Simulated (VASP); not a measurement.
Here is a VASP 6.6.1 calculation.

The input INCAR:

```
  PREC = Accurate
  ENCUT = 600
  EDIFF = 1E-7
  ISMEAR = 0
  SIGMA = 0.1
  LREAL = F
  LASPH = T
  NELM = 60
  ALGO = Fast
  ISIF = 3
  LWAVE = F
  LCHARG = F
  GGA = PS
  IBRION = 2
  NSW = 80
  EDIFFG = -0.01
```

The input KPOINTS:

```
Automatic mesh
0
Gamma
  20 20 20
```

The input POSCAR:

```
Cu
1.0
    0.0000000000      1.7848081802      1.7848081802
    1.7848081802      0.0000000000      1.7848081802
    1.7848081802      1.7848081802      0.0000000000
Cu
1
Direct
    0.0000000000      0.0000000000      0.0000000000
```

Potentials or basis: VASP PAW PBE potentials, release 64 (Cu).

Launch:

```console
$ cat potpaw_PBE.64/Cu/POTCAR > POTCAR
$ mpirun -np 1 vasp_std > vasp.out
```

Q: Predict the relaxed cell.

A: a = 2.524 Å, b = 2.524 Å, c = 2.524 Å, α = 60.00°, β = 60.00°, γ = 60.00°.

Q: What does it give for the space group after relaxing (to 0.05 Å)?

A: Fm-3m (No. 225).

Final structure:
```xyz
1
Lattice="0.0000 1.7845 1.7845 1.7845 0.0000 1.7845 1.7845 1.7845 0.0000" Properties=species:S:1:pos:R:3 pbc="T T T"
Cu    0.0000    0.0000    0.0000
```
